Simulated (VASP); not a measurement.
WC: single point with PBEsol

Crystal: WC.

```
CELL_PARAMETERS angstrom
0.00000 2.19268 2.19268
2.19268 0.00000 2.19268
2.19268 2.19268 0.00000
ATOMIC_POSITIONS crystal
W 0.00570 0.00570 0.99430
C 0.50000 0.50000 0.50000
```

```
Program                : VASP 6.6.1
Task                   : single point
Functional             : PBEsol
Potentials or basis    : VASP PAW PBE potentials, release 64 (W_sv, C)
Cutoff                 : 520 eV
k mesh                 : 13 × 13 × 13
Occupations            : fermi-dirac, width 0.1 eV
Spin                   : no spin polarisation
Dipole correction      : no
Further INCAR settings : ALGO = Normal; EDIFF = 1e-06; NBANDS = 16
```

* Pressure: -8.9 GPa
* Largest force: 0.158 eV/Å
* Band gap on the k mesh: zero (band 9 reaches 13.22 eV, above the bottom of band 10 at 10.17 eV)

Forces on the atoms (eV/Å):
```
W    0.000  0.000 -0.158
C    0.000  0.000  0.158
```

Stress tensor (GPa, compression positive):
```
-9.04  0.00  0.00
 0.00 -9.04  0.00
 0.00  0.00 -8.71
```

Levels at points of the mesh, in eV from the Fermi level:
| k point | band 6 | band 7 | band 8 | band 9 | band 10 | band 11 | band 12 | band 13 |
| --- | --- | --- | --- | --- | --- | --- | --- | --- |
| (0.00, 0.00, 0.00) | -2.77 | -2.77 | -2.76 | -1.26 | -1.00 | -1.00 | -0.97 | -0.73 |

It took 31 s on 1 thread of Intel(R) Xeon(R) Platinum 8488C (Sapphire Rapids) (shared host), peak memory 0.19 GiB.

Caveat: the PAW data sets were made with another functional, which shifts forces and pressure a little; spin-orbit coupling is left out, which moves the levels of the heavy elements.
